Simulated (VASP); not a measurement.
# WS2 (C2/m) in VASP: single point with PBEsol

Aim: the single point of WS2 with PBEsol.

Program: VASP 6.6.1. These are calculated values, not measurements. Logs are shortened: lines on timing, memory, paths and dates and some standing lists are left out, and cuts for length are marked.

## 1. The cell of the first run

The structure is monoclinic, space group C2/m (No. 12). Conventional cell: a = 5.463 Å, b = 3.146 Å, c = 12.728 Å, α = 90.00°, β = 98.01°, γ = 90.00°. Within 3.2 Å of W (site symmetry m) lie 6 S at 2.40 Å and 6 W at 3.15 Å. S (site symmetry m) has 3 W at 2.40 Å and 7 S at 3.13 to 3.15 Å within 3.2 Å. S (site symmetry m) has 3 W at 2.40 Å and 7 S at 3.13 to 3.15 Å within 3.2 Å.

## 2. Single point, PBEsol (engineering shear strain xz +0.0000, engineering shear strain yz -0.1400)

INCAR

```
ALGO = Normal
EDIFF = 1E-6
ENCUT = 520
GGA = PS
ISIF = 2
ISMEAR = 0
LASPH = True
LCHARG = False
LREAL = False
LWAVE = False
NBANDS = 35
NELM = 60
PREC = Accurate
SIGMA = 0.05
```

KPOINTS

```
k-points
0
Gamma
  12 12 2
```

POSCAR

```
WS2
1.0
    3.1462408358      0.0000000000      0.0000000000
   -1.5731204179      2.7247244902     -0.1907307143
    0.0000000000     -0.8887658288     12.6966546967
W S
2 4
Direct
    0.4141078317      0.8282156633      0.2467043166
    0.5858921683      0.1717843367      0.7532956834
    0.2122605976      0.4245211952      0.6292009391
    0.7069325278      0.4138650556      0.1224950686
    0.2930674722      0.5861349444      0.8775049314
    0.7877394024      0.5754788048      0.3707990609
```

Potentials or basis: VASP PAW PBE potentials, release 64 (W_sv, S).

The run is started by

```
$ cat potpaw_PBE.64/W_sv/POTCAR potpaw_PBE.64/S/POTCAR > POTCAR
$ mpirun -np 1 vasp_std > vasp.out
```

OUTCAR:

```text
EDIFF = 1E-6
   ENCUT = 520
   GGA = PS
   ISIF = 2
   ISMEAR = 0
   LASPH = True
   LREAL = False
   NELM = 60
   PREC = Accurate

 ion  position               nearest neighbor table
   1  0.414  0.828  0.247-   6 2.40   6 2.40   4 2.40   4 2.40   6 2.40   4 2.40
   2  0.586  0.172  0.753-   3 2.40   3 2.40   5 2.40   5 2.40   3 2.40   5 2.40
   3  0.212  0.425  0.629-   2 2.40   2 2.40   2 2.40
   4  0.707  0.414  0.122-   1 2.40   1 2.40   1 2.40
   5  0.293  0.586  0.878-   2 2.40   2 2.40   2 2.40
   6  0.788  0.575  0.371-   1 2.40   1 2.40   1 2.40

  LATTYP: Found a base centered monoclinic cell.
 ALAT       =     5.4627838152
 B/A-ratio  =     0.5759409382
 C/A-ratio  =     2.3298969753
 COS(beta)  =    -0.1393173450

  Lattice vectors:

 A1 = (   1.5731204179,   2.7247244902,  -0.1907307143)
 A2 = (  -1.5731204179,   2.7247244902,  -0.1907307143)
 A3 = (   0.0000000000,  -0.8887658288,  12.6966546967)

Analysis of symmetry for initial positions (statically):
=====================================================================
 Subroutine PRICEL returns:
 Original cell was already a primitive cell.

 Routine SETGRP: Setting up the symmetry group for a
 base centered monoclinic supercell.

 Subroutine GETGRP returns: Found  4 space group operations
 (whereof  4 operations were pure point group operations)
 out of a pool of  4 trial point group operations.

The static configuration has the point symmetry C_2h.

Analysis of symmetry for dynamics (positions and initial velocities):
=====================================================================
 Subroutine PRICEL returns:
 Original cell was already a primitive cell.

 Routine SETGRP: Setting up the symmetry group for a
 base centered monoclinic supercell.

 Subroutine GETGRP returns: Found  4 space group operations
 (whereof  4 operations were pure point group operations)
 out of a pool of  4 trial point group operations.

The dynamic configuration has the point symmetry C_2h.

 Subroutine INISYM returns: Found  4 space group operations
 (whereof  4 operations are pure point group operations),
 and found     1 'primitive' translations

----------------------------------------------------------------------------------------

                                     Primitive cell

  volume of cell :     108.3105

  direct lattice vectors                    reciprocal lattice vectors
     3.146240836  0.000000000  0.000000000     0.317839623  0.184408393  0.012908587
    -1.573120418  2.724724490 -0.190730714     0.000000000  0.368816786  0.025817175
     0.000000000 -0.888765829 12.696654697     0.000000000  0.005540411  0.079148733

  length of vectors
     3.146240836  3.152016752 12.727723488     0.367688880  0.369719283  0.079342410

  position of ions in fractional coordinates (direct lattice)
     0.414107832  0.828215663  0.246704317
     0.585892168  0.171784337  0.753295683
     0.212260598  0.424521195  0.629200939
     0.706932528  0.413865056  0.122495069
     0.293067472  0.586134944  0.877504931
     0.787739402  0.575478805  0.370799061

  ion indices of the primitive-cell ions
   primitive index   ion index
                 1           1
                 2           2
                 3           3
                 4           4
                 5           5
                 6           6

----------------------------------------------------------------------------------------

 KPOINTS: k-points

Automatic generation of k-mesh.
 Grid dimensions read from file:
 generate k-points for:   12   12    2

 Generating k-lattice:

  Cartesian coordinates                     Fractional coordinates (reciprocal lattice)
     0.026486635  0.015367366  0.001075716     0.083333333 -0.000000000  0.000000000
     0.000000000  0.030734732  0.002151431     0.000000000  0.083333333  0.000000000
     0.000000000  0.002770206  0.039574366     0.000000000  0.000000000  0.500000000

  Length of vectors
     0.030640740  0.030809940  0.039671205

  Shift w.r.t. Gamma in fractional coordinates (k-lattice)
     0.000000000  0.000000000  0.000000000

 Subroutine IBZKPT returns following result:
 ===========================================

 Found     86 irreducible k-points:

 Following reciprocal coordinates:
            Coordinates               Weight
  0.000000  0.000000  0.000000      1.000000
  0.083333  0.000000  0.000000      4.000000
  0.166667  0.000000 -0.000000      4.000000
  0.250000  0.000000 -0.000000      4.000000
  0.333333  0.000000 -0.000000      4.000000
  0.416667  0.000000 -0.000000      4.000000
[... 16 lines left out ...]
  0.333333  0.166667  0.000000      4.000000
  0.416667  0.166667 -0.000000      4.000000
 [... further k-points ...]
   k-points           NKPTS =     86   k-points in BZ     NKDIM =     86   number of bands    NBANDS=     35
   number of dos      NEDOS =    301   number of ions     NIONS =      6
   total plane-waves  NPLWV =  55296
   dimension x,y,z NGX =    24 NGY =   24 NGZ =   96
   dimension x,y,z NGXF=    48 NGYF=   48 NGZF=  192
   ions per type =               2   4
   NGX,Y,Z   is equivalent  to a cutoff of  12.68, 12.66, 12.54 a.u.
   NGXF,Y,Z  is equivalent  to a cutoff of  25.36, 25.32, 25.08 a.u.
 SYSTEM =  unknown system
   PREC   = accura    normal or accurate (medium, high low for compatibility)
   ISTART =      0    job   : 0-new  1-cont  2-samecut
   ICHARG =      2    charge: 1-file 2-atom 10-const
   ISPIN  =      1    spin polarized calculation?
   LNONCOLLINEAR =      F non collinear calculations
   LSORBIT =      F    spin-orbit coupling
   LASPH  =      T    aspherical Exc in radial PAW
   ENCUT  =  520.0 eV  38.22 Ry    6.18 a.u.   5.85  5.86 23.67*2*pi/ulx,y,z
   NELM   =     60;   NELMIN=  2; NELMDL= -5     # of ELM steps
   EDIFF  = 0.1E-05   stopping-criterion for ELM
   LREAL  =      F    real-space projection
   EDIFFG = 0.1E-04   stopping-criterion for IOM
   NSW    =      0    number of steps for IOM
   IBRION =     -1    ionic relax: 0-MD 1-quasi-New 2-CG
   NFREE  =      0    steps in history (QN), initial steepest desc. (CG)
   ISIF   =      2    stress and relaxation
   ISYM   =      2    0-nonsym 1-usesym 2-fastsym
   POTIM  = 0.5000    time-step for ionic-motion
   TEBEG  =    0.0;   TEEND  =   0.0 temperature during run
   PSTRESS=    0.0 pullay stress
   NELECT =      52.0000    total number of electrons
   NUPDOWN=      -1.0000    fix difference up-down
   EMIN   =  10.00;   EMAX   =-10.00  energy-range for DOS
   EFERMI =   0.00;   METHOD = LEGACY
   ISMEAR =     0;   SIGMA  =   0.05  broadening in eV -4-tet -1-fermi 0-gaus
   EFERMI_NEDOS =   21; number of points for ismear=-14 and -15
   IALGO  =     38    algorithm
   IMIX   =      4    mixing-type and parameters
     AMIX     =   0.40;   BMIX     =  1.00
     AMIX_MAG =   1.60;   BMIX_MAG =  1.00
  volume/ion in A,a.u.               =      18.05       121.82
  Fermi-wavevector in a.u.,A,eV,Ry     =   1.281895  2.422430 22.357835  1.643254
  Thomas-Fermi vector in A             =   2.414238
   LORBIT       =      0    0 simple, 1 ext, 2 COOP (PROOUT), +10 PAW based schemes
   GGA     = PS    functional components
   LHFCALC =     F    Hartree Fock is set to
   AEXX    =    0.0000 exact exchange contribution
   IVDW    =     0    specifies the selected vdW correction
   LEPSILON=     F    determine dielectric tensor
   LRPA    =     F    only Hartree local field effects (RPA)
 non-spin polarized calculation
 Gauss-broadening in eV      SIGMA  =   0.05
  energy-cutoff  :      520.00
  volume of cell :      108.31
 maximum number of plane-waves:      2943
   NGX = 11   NGY = 11   NGZ = 47

 number of electron      51.9999996 magnetization

 Free energy of the ion-electron system (eV)
  ---------------------------------------------------
  ext. energy  EPLUGINS =         0.00000000
  ---------------------------------------------------
  free energy    TOTEN  =       -50.53631787 eV

  energy without entropy =      -50.53631787  energy(sigma->0) =      -50.53631787

 E-fermi :   7.4926     XC(G=0): -10.9756

 val. band max:        7.0848137778   @ k =   0.0000   0.0000   0.0000
 cond. band min:       8.1693879551   @ k =  -0.3333   0.1667   0.0000
 fundamental gap:      1.0845741773
 Fermi energy:         7.4925671246

 k-point     1 :       0.0000    0.0000    0.0000
  band No.  band energies     occupation
      1     -67.3952      2.00000
      2     -67.3951      2.00000
      3     -31.6715      2.00000
      4     -31.6715      2.00000
      5     -31.4837      2.00000
      6     -31.4837      2.00000
[... 27 lines left out ...]
     34       9.7355      0.00000
     35      11.8644      0.00000

 k-point     2 :       0.0833    0.0000    0.0000
  band No.  band energies     occupation
      1     -67.3938      2.00000
      2     -67.3938      2.00000
      3     -31.6668      2.00000
      4     -31.6668      2.00000
      5     -31.5065      2.00000
      6     -31.5065      2.00000
[... 27 lines left out ...]
     34       9.7364      0.00000
     35      12.4188      0.00000

 k-point     3 :       0.1667    0.0000   -0.0000
  band No.  band energies     occupation
      1     -67.3902      2.00000
      2     -67.3902      2.00000
      3     -31.6540      2.00000
      4     -31.6540      2.00000
      5     -31.5765      2.00000
      6     -31.5765      2.00000
[... 27 lines left out ...]
     34      10.2513      0.00000
     35      13.4831      0.00000
[... 723 lines left out ...]
 k-point    23 :       0.3333    0.1667    0.0000
  band No.  band energies     occupation
      1     -67.3755      2.00000
      2     -67.3755      2.00000
      3     -31.8084      2.00000
      4     -31.8084      2.00000
      5     -31.6193      2.00000
      6     -31.6193      2.00000
[... 27 lines left out ...]
     34      11.8076      0.00000
     35      12.4405      0.00000

 k-point    24 :       0.4167    0.1667   -0.0000
  band No.  band energies     occupation
      1     -67.3743      2.00000
      2     -67.3743      2.00000
      3     -31.8249      2.00000
      4     -31.8249      2.00000
      5     -31.6298      2.00000
      6     -31.6298      2.00000
[... 27 lines left out ...]
     34      11.7624      0.00000
     35      12.1089      0.00000

 [... further k-points ...]
[... 5 lines left out ...]
  --------------------------------------------------------------------------------------
  -------------------------------------------------------------------------------------
  Total        0.1393267     -0.2014162      0.4629103      0.0000000     -0.0010393      0.0000000
  in kB        2.0609821     -2.9794388      6.8475763      0.0000000     -0.0153744      0.0000000
  external PRESSURE =       1.9763732 kB  Pullay stress =       0.0000000 kB

 VOLUME and BASIS-vectors are now :
 -----------------------------------------------------------------------------
  energy-cutoff  :      520.00
  volume of cell :      108.31
      direct lattice vectors                 reciprocal lattice vectors
     3.146240836  0.000000000  0.000000000     0.317839623  0.184408393  0.012908587
    -1.573120418  2.724724490 -0.190730714     0.000000000  0.368816786  0.025817175
     0.000000000 -0.888765829 12.696654697     0.000000000  0.005540411  0.079148733

 POSITION                                       TOTAL-FORCE (eV/Angst)
 -----------------------------------------------------------------------------------
      0.00000      2.03740      2.97435         0.000000      0.007593      0.000272
      1.57312     -0.20144      9.53157        -0.000000     -0.007593     -0.000272
      0.00000      0.59749      7.90778        -0.000000      0.006838     -0.022632
      1.57312      1.01880      1.47634         0.000000     -0.000287     -0.023409
      0.00000      0.81716     11.02958        -0.000000      0.000287      0.023409
      1.57312      1.23847      4.59815         0.000000     -0.006838      0.022632
 -----------------------------------------------------------------------------------
    total drift:                                0.000000     -0.000000     -0.000000

  FREE ENERGIE OF THE ION-ELECTRON SYSTEM (eV)
  ---------------------------------------------------
  free  energy   TOTEN  =       -50.5363178698 eV

  energy  without entropy=      -50.5363178698  energy(sigma->0) =      -50.53631787
```

It took 2 min on 1 thread of Intel Xeon 6975P-C (Granite Rapids), shared host; peak memory 0.38 GiB.

Results:

```
Free energy            : -50.5363 eV
Pressure               : 0.2 GPa
Largest force          : 0.024 eV/Å
Band gap on the k mesh : 1.08 eV (least direct gap 1.87 eV)
```

Forces on the atoms (eV/Å):
```
W    0.000  0.008  0.000
W    0.000 -0.008  0.000
S    0.000  0.007 -0.023
S    0.000  0.000 -0.023
S    0.000  0.000  0.023
S    0.000 -0.007  0.023
```

Levels at points of the mesh, in eV from the valence-band top:
| k point | band 24 | band 25 | band 26 | band 27 | band 28 | band 29 |
| --- | --- | --- | --- | --- | --- | --- |
| (0.00, 0.00, 0.00) | -1.63 | -1.17 | 0.00 | 2.36 | 2.38 | 2.42 |
| (0.50, 0.00, 0.00) | -1.78 | -1.68 | -1.43 | 2.41 | 2.42 | 2.78 |
| (0.00, 0.50, 0.00) | -1.69 | -1.59 | -1.48 | 2.39 | 2.43 | 2.69 |
| (0.00, 0.00, 0.50) | -2.14 | -0.38 | -0.30 | 2.36 | 2.38 | 2.40 |
| (0.50, 0.00, 0.50) | -1.72 | -1.57 | -1.47 | 2.40 | 2.43 | 2.70 |
| (0.00, 0.50, 0.50) | -1.75 | -1.69 | -1.43 | 2.41 | 2.41 | 2.78 |

Caveat: the cell differs from its parent crystal (engineering shear strain xz +0.0000, engineering shear strain yz -0.1400); the PAW data sets were made with another functional, which shifts forces and pressure a little; spin-orbit coupling is left out, which moves the levels of the heavy elements; this functional lacks dispersion, which binds the layers, so the pressure and a relaxed spacing across them are unreliable.
